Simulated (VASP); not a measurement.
# HfN (Fm-3m) in VASP: a series of runs

HfN is run at these levels: r2SCAN; tasks: relaxation of the atoms.

Program: VASP 6.6.1. These are calculated values, not measurements. Logs are shortened: lines on timing, memory, paths and dates and some standing lists are left out, and cuts for length are marked.

## Step 1: The cell of the first run

The structure is cubic, space group Fm-3m (No. 225). The conventional cell has a = 4.496 Å, b = 4.496 Å, c = 4.496 Å, α = 90.00°, β = 90.00°, γ = 90.00°. Hf (site symmetry m-3m) has 6 N at 2.25 Å within 3.0 Å. Within 3.0 Å of N (site symmetry m-3m) lie 6 Hf at 2.25 Å.

## Step 2: Relaxation of the atoms, r2SCAN

POSCAR

```
HfN
1.0
    0.0000000000      2.2477539700      2.2477539700
    2.2477539700      0.0000000000      2.2477539700
    2.2477539700      2.2477539700      0.0000000000
Hf N
1 1
Direct
    0.0000000000      0.0000000000      0.0000000000
    0.5000000000      0.5000000000      0.5000000000
```

INCAR.step1

```
PREC = Accurate
ENCUT = 520
ISMEAR = -1
SIGMA = 0.1
LREAL = False
LASPH = True
NELM = 60
GGA = PE
ALGO = Normal
EDIFF = 1E-4
LWAVE = True
LCHARG = False
```

INCAR.step2

```
PREC = Accurate
ENCUT = 520
EDIFF = 1E-6
ISMEAR = -1
SIGMA = 0.1
LREAL = False
LASPH = True
NELM = 60
ALGO = Normal
ISIF = 2
LWAVE = False
LCHARG = False
METAGGA = R2SCAN
LMIXTAU = True
IBRION = 2
NSW = 50
EDIFFG = -0.01
ISTART = 1
```

KPOINTS

```
Automatic mesh
0
Gamma
  13 13 13
```

Potentials or basis: VASP PAW PBE potentials, release 64 (Hf_pv, N).

Run with:

```console
> cat potpaw_PBE.64/Hf_pv/POTCAR potpaw_PBE.64/N/POTCAR > POTCAR
> cp INCAR.step1 INCAR
> mpirun -np 1 vasp_std > vasp.out
> cp INCAR.step2 INCAR
> mpirun -np 1 vasp_std > vasp.out
```

OUTCAR:

```text
PREC = Accurate
   ENCUT = 520
   EDIFF = 1E-6
   ISMEAR = -1
   LREAL = False
   LASPH = True
   NELM = 60
   ISIF = 2
   METAGGA = R2SCAN
   IBRION = 2
   NSW = 50
   EDIFFG = -0.01
   ISTART = 1

 ion  position               nearest neighbor table
   1  0.000  0.000  0.000-   2 2.25   2 2.25   2 2.25   2 2.25   2 2.25   2 2.25
   2  0.500  0.500  0.500-   1 2.25   1 2.25   1 2.25   1 2.25   1 2.25   1 2.25

  LATTYP: Found a face centered cubic cell.
 ALAT       =     4.4955079400

  Lattice vectors:

 A1 = (   0.0000000000,   2.2477539700,   2.2477539700)
 A2 = (   2.2477539700,   0.0000000000,   2.2477539700)
 A3 = (   2.2477539700,   2.2477539700,   0.0000000000)

Analysis of symmetry for initial positions (statically):
=====================================================================
 Subroutine PRICEL returns:
 Original cell was already a primitive cell.

 Routine SETGRP: Setting up the symmetry group for a
 face centered cubic supercell.

 Subroutine GETGRP returns: Found 48 space group operations
 (whereof 48 operations were pure point group operations)
 out of a pool of 48 trial point group operations.

The static configuration has the point symmetry O_h .

Analysis of symmetry for dynamics (positions and initial velocities):
=====================================================================
 Subroutine PRICEL returns:
 Original cell was already a primitive cell.

 Routine SETGRP: Setting up the symmetry group for a
 face centered cubic supercell.

 Subroutine GETGRP returns: Found 48 space group operations
 (whereof 48 operations were pure point group operations)
 out of a pool of 48 trial point group operations.

The dynamic configuration has the point symmetry O_h .

 Subroutine INISYM returns: Found 48 space group operations
 (whereof 48 operations are pure point group operations),
 and found     1 'primitive' translations

----------------------------------------------------------------------------------------

                                     Primitive cell

  volume of cell :      22.7131

  direct lattice vectors                    reciprocal lattice vectors
     0.000000000  2.247753970  2.247753970    -0.222444274  0.222444274  0.222444274
     2.247753970  0.000000000  2.247753970     0.222444274 -0.222444274  0.222444274
     2.247753970  2.247753970  0.000000000     0.222444274  0.222444274 -0.222444274

  length of vectors
     3.178804149  3.178804149  3.178804149     0.385284784  0.385284784  0.385284784

  position of ions in fractional coordinates (direct lattice)
     0.000000000  0.000000000  0.000000000
     0.500000000  0.500000000  0.500000000

  ion indices of the primitive-cell ions
[... 82 lines left out ...]
   ISYM   =      2    0-nonsym 1-usesym 2-fastsym
   POTIM  = 0.5000    time-step for ionic-motion
   TEBEG  =    0.0;   TEEND  =   0.0 temperature during run
   PSTRESS=    0.0 pullay stress
   NELECT =      15.0000    total number of electrons
   NUPDOWN=      -1.0000    fix difference up-down
   EMIN   =  10.00;   EMAX   =-10.00  energy-range for DOS
   EFERMI =   0.00;   METHOD = LEGACY
   ISMEAR =    -1;   SIGMA  =   0.10  broadening in eV -4-tet -1-fermi 0-gaus
   EFERMI_NEDOS =   21; number of points for ismear=-14 and -15
   IALGO  =     38    algorithm
   IMIX   =      4    mixing-type and parameters
     AMIX     =   0.40;   BMIX     =  1.00
     AMIX_MAG =   1.60;   BMIX_MAG =  1.00
  volume/ion in A,a.u.               =      11.36        76.64
  Fermi-wavevector in a.u.,A,eV,Ry     =   1.425651  2.694089 27.653570  2.032480
  Thomas-Fermi vector in A             =   2.546012
   LORBIT       =      0    0 simple, 1 ext, 2 COOP (PROOUT), +10 PAW based schemes
   METAGGA = R2SCAN    functional components
   LHFCALC =     F    Hartree Fock is set to
   AEXX    =    0.0000 exact exchange contribution
   IVDW    =     0    specifies the selected vdW correction
   LEPSILON=     F    determine dielectric tensor
   LRPA    =     F    only Hartree local field effects (RPA)
 conjugate gradient relaxation of ions
 non-spin polarized calculation
  energy-cutoff  :      520.00
  volume of cell :       22.71
 maximum number of plane-waves:       623
   NGX = 11   NGY = 11   NGZ = 11

 number of electron      15.0000001 magnetization

 Free energy of the ion-electron system (eV)
  ---------------------------------------------------
  ext. energy  EPLUGINS =         0.00000000
  ---------------------------------------------------
  free energy    TOTEN  =       -58.24256421 eV

  energy without entropy =      -58.22345309  energy(sigma->0) =      -58.23300865

 E-fermi :   8.6975     XC(G=0): -13.6492

 val. band max:        8.6143123084   @ k =  -0.1538   0.2308   0.0769
 cond. band min:       8.7449542275   @ k =   0.1538   0.0000   0.0000
 fundamental gap:      0.1306419192
 Fermi energy:         8.6974632281

 k-point     1 :       0.0000    0.0000    0.0000
  band No.  band energies     occupation
      1     -23.8085      2.00000
      2     -23.8085      2.00000
      3     -23.8085      2.00000
      4     -10.1262      2.00000
      5       5.2187      2.00000
      6       5.2187      2.00000
      7       5.2187      2.00000
      8       8.3189      1.95562
      9       8.3189      1.95561
     10       8.3189      1.95561
     11      10.8787      0.00000
[... 309 lines left out ...]
 k-point    24 :       0.4615    0.1538    0.0000
  band No.  band energies     occupation
      1     -24.6896      2.00000
      2     -24.0021      2.00000
      3     -23.9522      2.00000
      4      -7.8942      2.00000
      5       0.1814      2.00000
      6       2.2255      2.00000
      7       2.5851      2.00000
      8       9.2471      0.00817
      9      12.6242      0.00000
     10      12.8569      0.00000
     11      14.7801      0.00000

 [... further k-points ...]
[... 5 lines left out ...]
  --------------------------------------------------------------------------------------
  -------------------------------------------------------------------------------------
  Total        0.4507914      0.4507914      0.4507914      0.0000000      0.0000000      0.0000000
  in kB       31.7987409     31.7987409     31.7987409      0.0000000      0.0000000      0.0000000
  external PRESSURE =      31.7987409 kB  Pullay stress =       0.0000000 kB

 VOLUME and BASIS-vectors are now :
 -----------------------------------------------------------------------------
  energy-cutoff  :      520.00
  volume of cell :       22.71
      direct lattice vectors                 reciprocal lattice vectors
     0.000000000  2.247753970  2.247753970    -0.222444274  0.222444274  0.222444274
     2.247753970  0.000000000  2.247753970     0.222444274 -0.222444274  0.222444274
     2.247753970  2.247753970  0.000000000     0.222444274  0.222444274 -0.222444274

 POSITION                                       TOTAL-FORCE (eV/Angst)
 -----------------------------------------------------------------------------------
      0.00000      0.00000      0.00000        -0.000000      0.000000     -0.000000
      2.24775      2.24775      2.24775         0.000000      0.000000      0.000000
 -----------------------------------------------------------------------------------
    total drift:                                0.000000     -0.000000     -0.000000

  FREE ENERGIE OF THE ION-ELECTRON SYSTEM (eV)
  ---------------------------------------------------
  free  energy   TOTEN  =       -58.2425642117 eV

  energy  without entropy=      -58.2234530942  energy(sigma->0) =      -58.23300865

 reached required accuracy - stopping structural energy minimisation
```

OSZICAR.step1:

```text
N       E                     dE             d eps       ncg     rms          rms(c)
DAV:   1     0.404024223586E+02    0.40402E+02   -0.83008E+03  1848   0.129E+03
DAV:   2    -0.224155613301E+02   -0.62818E+02   -0.59598E+02  2435   0.258E+02
DAV:   3    -0.247341690046E+02   -0.23186E+01   -0.22955E+01  2434   0.429E+01
DAV:   4    -0.247556248611E+02   -0.21456E-01   -0.21216E-01  2155   0.391E+00
DAV:   5    -0.247560049989E+02   -0.38014E-03   -0.37962E-03  2418   0.374E-01    0.505E+01
DAV:   6    -0.218307596075E+02    0.29252E+01   -0.15314E+01  2154   0.283E+01    0.421E+01
DAV:   7    -0.217747255781E+02    0.56034E-01   -0.66009E-01  2109   0.751E+00    0.268E+01
DAV:   8    -0.217628467268E+02    0.11879E-01   -0.11751E-01  2135   0.325E+00    0.620E+00
DAV:   9    -0.217534015338E+02    0.94452E-02   -0.53235E-02  2172   0.163E+00    0.159E+00
DAV:  10    -0.217530026289E+02    0.39890E-03   -0.20842E-03  2161   0.425E-01    0.319E-01
DAV:  11    -0.217530090096E+02   -0.63807E-05   -0.16219E-04  1417   0.124E-01
   1 F= -.21753009E+02 E0= -.21742990E+02  d E =-.200383E-01
```

Wall time 27 s (1 thread of Intel Xeon 6975P-C (Granite Rapids), shared host); peak memory 0.16 GiB.

What came out:

```yaml
Free_energy: -58.2426 eV
Pressure_after_relaxing: 3.2 GPa
Band_gap_on_the_k_mesh: zero (an odd number of electrons rules out a gap without spin polarisation)
```

Final structure:
```
CELL_PARAMETERS angstrom
0.00000 2.24775 2.24775
2.24775 0.00000 2.24775
2.24775 2.24775 0.00000
ATOMIC_POSITIONS crystal
Hf 0.00000 0.00000 0.00000
N 0.50000 0.50000 0.50000
```

Caveat: the relaxation stopped at its first step, so nothing moved; the PAW data sets were made with another functional, which shifts forces and pressure a little; spin-orbit coupling is left out, which moves the levels of the heavy elements; an odd number of electrons without spin polarisation forces a metal; a magnetic or distorted state may lie lower.

## Step 3: Relaxation of the atoms, r2SCAN

This run uses another cell than the first one, of 11.59 Å³/atom.

POSCAR

```
HfN
1.0
    0.0000000000      2.2629419600      2.2629419600
    2.2629419600      0.0000000000      2.2629419600
    2.2629419600      2.2629419600      0.0000000000
Hf N
1 1
Direct
    0.0000000000      0.0000000000      0.0000000000
    0.5000000000      0.5000000000      0.5000000000
```

INCAR.step1: that of step 2 with these lines changed.

```diff
@@ -6,3 +6,3 @@
 LASPH = True
-NELM = 60
+NELM = 100
 GGA = PE
```

INCAR.step2: that of step 2 with these lines changed.

```diff
@@ -7,3 +7,3 @@
 LASPH = True
-NELM = 60
+NELM = 100
 ALGO = Normal
```

KPOINTS

```
regular mesh
0
Gamma
  13 13 13
```

Potentials or basis: VASP PAW PBE potentials, release 64 (Hf_pv, N).

Run with:

```console
> cat potpaw_PBE.64/Hf_pv/POTCAR potpaw_PBE.64/N/POTCAR > POTCAR
> cp INCAR.step1 INCAR
> mpirun -np 1 vasp_std > vasp.out
> cp INCAR.step2 INCAR
> mpirun -np 1 vasp_std > vasp.out
```

Run time: 27 s. Hardware: 1 thread of Intel Xeon 6975P-C (Granite Rapids), shared host; peak memory 0.16 GiB.

It converged, with:

```
Free energy             : -58.2437 eV
Pressure after relaxing : -2.7 GPa
Band gap on the k mesh  : zero (an odd number of electrons rules out a gap without spin polarisation)
```

Final structure:
```
Hf N
1.0
     0.00000    2.26294    2.26294
     2.26294    0.00000    2.26294
     2.26294    2.26294    0.00000
Hf N
1 1
Direct
  0.00000 0.00000 0.00000
  0.50000 0.50000 0.50000
```

Levels at points of the mesh, in eV from the Fermi level:
| k point | band 5 | band 6 | band 7 | band 8 | band 9 | band 10 | band 11 |
| --- | --- | --- | --- | --- | --- | --- | --- |
| (0.00, 0.00, 0.00) | -3.45 | -3.45 | -3.45 | -0.37 | -0.37 | -0.37 | 1.98 |

Caveat: the relaxation stopped at its first step, so nothing moved; the PAW data sets were made with another functional, which shifts forces and pressure a little; spin-orbit coupling is left out, which moves the levels of the heavy elements; an odd number of electrons without spin polarisation forces a metal; a magnetic or distorted state may lie lower.

The gap in the log of VASP goes by the Fermi energy; the results here count the filled bands.